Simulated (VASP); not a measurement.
# Al2Pd (Fm-3m) in VASP: single point with LDA

Aim: the single point of Al2Pd with LDA.

All numbers are computed with VASP 6.6.1; they aren't measurements. Logs are shortened: lines on timing, memory, paths and dates and some standing lists are left out, and cuts for length are marked.

## Step 1: The cell of the first run

The structure is cubic, space group Fm-3m (No. 225). The conventional cell has a = 5.899 Å, b = 5.899 Å, c = 5.899 Å, α = 90.00°, β = 90.00°, γ = 90.00°. Al (site symmetry -43m) has 4 Pd at 2.55 Å and 6 Al at 2.95 Å within 3.4 Å. Pd (site symmetry m-3m) has 8 Al at 2.55 Å within 3.4 Å.

## Step 2: Single point, LDA

INCAR reads:

```
ALGO = Normal
EDIFF = 1E-7
ENCUT = 520
ISIF = 2
ISMEAR = 1
LASPH = T
LCHARG = F
LREAL = F
LWAVE = F
NBANDS = 15
NELM = 60
PREC = Accurate
SIGMA = 0.1
```

KPOINTS reads:

```
k-points
0
Gamma
  9 9 9
```

POSCAR reads:

```
Al2Pd
1.0
    0.0000000000      2.9495360000      2.9495360000
    2.9495360000      0.0000000000      2.9495360000
    2.9495360000      2.9495360000      0.0000000000
Al Pd
2 1
Direct
    0.2500000000      0.2500000000      0.2500000000
    0.7500000000      0.7500000000      0.7500000000
    0.0000000000      0.0000000000      0.0000000000
```

Potentials or basis: VASP PAW LDA potentials, release 64 (Al, Pd).

On the command line:

```console
cat potpaw_LDA.64/Al/POTCAR potpaw_LDA.64/Pd/POTCAR > POTCAR
mpirun -np 1 vasp_std > vasp.out
```

OUTCAR:

```text
EDIFF = 1E-7
   ENCUT = 520
   ISIF = 2
   ISMEAR = 1
   LASPH = T
   LREAL = F
   NELM = 60
   PREC = Accurate

 ion  position               nearest neighbor table
   1  0.250  0.250  0.250-   3 2.55   3 2.55   3 2.55   3 2.55   2 2.95   2 2.95   2 2.95   2 2.95
                             2 2.95   2 2.95
   2  0.750  0.750  0.750-   3 2.55   3 2.55   3 2.55   3 2.55   1 2.95   1 2.95   1 2.95   1 2.95
                             1 2.95   1 2.95
   3  0.000  0.000  0.000-   2 2.55   2 2.55   2 2.55   1 2.55   2 2.55   1 2.55   1 2.55   1 2.55

  LATTYP: Found a face centered cubic cell.
 ALAT       =     5.8990720000

  Lattice vectors:

 A1 = (   0.0000000000,   2.9495360000,   2.9495360000)
 A2 = (   2.9495360000,   0.0000000000,   2.9495360000)
 A3 = (   2.9495360000,   2.9495360000,   0.0000000000)

Analysis of symmetry for initial positions (statically):
=====================================================================
 Subroutine PRICEL returns:
 Original cell was already a primitive cell.

 Routine SETGRP: Setting up the symmetry group for a
 face centered cubic supercell.

 Subroutine GETGRP returns: Found 48 space group operations
 (whereof 48 operations were pure point group operations)
 out of a pool of 48 trial point group operations.

The static configuration has the point symmetry O_h .

Analysis of symmetry for dynamics (positions and initial velocities):
=====================================================================
 Subroutine PRICEL returns:
 Original cell was already a primitive cell.

 Routine SETGRP: Setting up the symmetry group for a
 face centered cubic supercell.

 Subroutine GETGRP returns: Found 48 space group operations
 (whereof 48 operations were pure point group operations)
 out of a pool of 48 trial point group operations.

The dynamic configuration has the point symmetry O_h .

 Subroutine INISYM returns: Found 48 space group operations
 (whereof 48 operations are pure point group operations),
 and found     1 'primitive' translations

----------------------------------------------------------------------------------------

                                     Primitive cell

  volume of cell :      51.3205

  direct lattice vectors                    reciprocal lattice vectors
     0.000000000  2.949536000  2.949536000    -0.169518189  0.169518189  0.169518189
     2.949536000  0.000000000  2.949536000     0.169518189 -0.169518189  0.169518189
     2.949536000  2.949536000  0.000000000     0.169518189  0.169518189 -0.169518189

  length of vectors
[... 92 lines left out ...]
   POTIM  = 0.5000    time-step for ionic-motion
   TEBEG  =    0.0;   TEEND  =   0.0 temperature during run
   PSTRESS=    0.0 pullay stress
   NELECT =      16.0000    total number of electrons
   NUPDOWN=      -1.0000    fix difference up-down
   EMIN   =  10.00;   EMAX   =-10.00  energy-range for DOS
   EFERMI =   0.00;   METHOD = LEGACY
   ISMEAR =     1;   SIGMA  =   0.10  broadening in eV -4-tet -1-fermi 0-gaus
   EFERMI_NEDOS =   21; number of points for ismear=-14 and -15
   IALGO  =     38    algorithm
   IMIX   =      4    mixing-type and parameters
     AMIX     =   0.40;   BMIX     =  1.00
     AMIX_MAG =   1.60;   BMIX_MAG =  1.00
  volume/ion in A,a.u.               =      17.11       115.44
  Fermi-wavevector in a.u.,A,eV,Ry     =   1.110072  2.097732 16.765911  1.232260
  Thomas-Fermi vector in A             =   2.246619
   LORBIT       =      0    0 simple, 1 ext, 2 COOP (PROOUT), +10 PAW based schemes
   GGA     = CA    functional components
   LHFCALC =     F    Hartree Fock is set to
   AEXX    =    0.0000 exact exchange contribution
   IVDW    =     0    specifies the selected vdW correction
   LEPSILON=     F    determine dielectric tensor
   LRPA    =     F    only Hartree local field effects (RPA)
 non-spin polarized calculation
 Methfessel and Paxton  Order N= 1 SIGMA  =   0.10
  energy-cutoff  :      520.00
  volume of cell :       51.32
 maximum number of plane-waves:      1411
   NGX = 15   NGY = 15   NGZ = 15

 number of electron      16.0000003 magnetization

 Free energy of the ion-electron system (eV)
  ---------------------------------------------------
  ext. energy  EPLUGINS =         0.00000000
  ---------------------------------------------------
  free energy    TOTEN  =       -16.81947098 eV

  energy without entropy =      -16.81875610  energy(sigma->0) =      -16.81923269

 E-fermi :   7.4703     XC(G=0): -10.8238

 val. band max:        7.4397206950   @ k =  -0.3333   0.3333   0.0000
 cond. band min:       7.4713025397   @ k =   0.3333   0.2222   0.1111
 fundamental gap:      0.0315818447
 Fermi energy:         7.4702779945

 k-point     1 :       0.0000    0.0000    0.0000
  band No.  band energies     occupation
      1      -2.1023      2.00000
      2       2.6221      2.00000
      3       2.6221      2.00000
      4       2.6221      2.00000
      5       3.7477      2.00000
      6       3.7477      2.00000
      7      10.4953      0.00000
      8      11.4937      0.00000
      9      11.4937      0.00000
     10      11.4937      0.00000
     11      12.0039      0.00000
     12      12.0039      0.00000
     13      12.0039      0.00000
     14      13.9421      0.00000
[... 401 lines left out ...]
      2       1.7203      2.00000
      3       2.3822      2.00000
      4       3.5742      2.00000
      5       3.5742      2.00000
      6       4.1060      2.00000
      7       4.8784      2.00000
      8       6.1568      2.00000
      9       6.1568      2.00000
     10       9.6071      0.00000
     11      10.6429      0.00000
     12      15.8484      0.00000
     13      17.4783      0.00000
     14      17.4783      0.00000
     15      18.3650      0.00000

 [... further k-points ...]
[... 5 lines left out ...]
  --------------------------------------------------------------------------------------
  -------------------------------------------------------------------------------------
  Total       -1.0920481     -1.0920481     -1.0920481      0.0000000     -0.0000000      0.0000000
  in kB      -34.0926896    -34.0926896    -34.0926896      0.0000000     -0.0000000      0.0000000
  external PRESSURE =     -34.0926896 kB  Pullay stress =       0.0000000 kB

 VOLUME and BASIS-vectors are now :
 -----------------------------------------------------------------------------
  energy-cutoff  :      520.00
  volume of cell :       51.32
      direct lattice vectors                 reciprocal lattice vectors
     0.000000000  2.949536000  2.949536000    -0.169518189  0.169518189  0.169518189
     2.949536000  0.000000000  2.949536000     0.169518189 -0.169518189  0.169518189
     2.949536000  2.949536000  0.000000000     0.169518189  0.169518189 -0.169518189

 POSITION                                       TOTAL-FORCE (eV/Angst)
 -----------------------------------------------------------------------------------
      1.47477      1.47477      1.47477         0.000000     -0.000000     -0.000000
      4.42430      4.42430      4.42430        -0.000000     -0.000000      0.000000
      0.00000      0.00000      0.00000         0.000000      0.000000     -0.000000
 -----------------------------------------------------------------------------------
    total drift:                                0.000000     -0.000000      0.000000

  FREE ENERGIE OF THE ION-ELECTRON SYSTEM (eV)
  ---------------------------------------------------
  free  energy   TOTEN  =       -16.8194709799 eV

  energy  without entropy=      -16.8187560964  energy(sigma->0) =      -16.81923269
```

Wall time 21 s (1 thread of Intel Xeon 6975P-C, shared host); peak memory 0.16 GiB.

What came out:

- Free energy: -16.8195 eV
- Pressure: -3.4 GPa
- Band gap on the k mesh: zero (band 8 reaches 11.49 eV, above the bottom of band 9 at 6.16 eV)

Levels at points of the mesh, in eV from the Fermi level:
```
           k point  band 6  band 7  band 8  band 9  band 10  band 11
(0.00, 0.00, 0.00)   -3.72    3.03    4.02    4.02     4.02     4.53
```
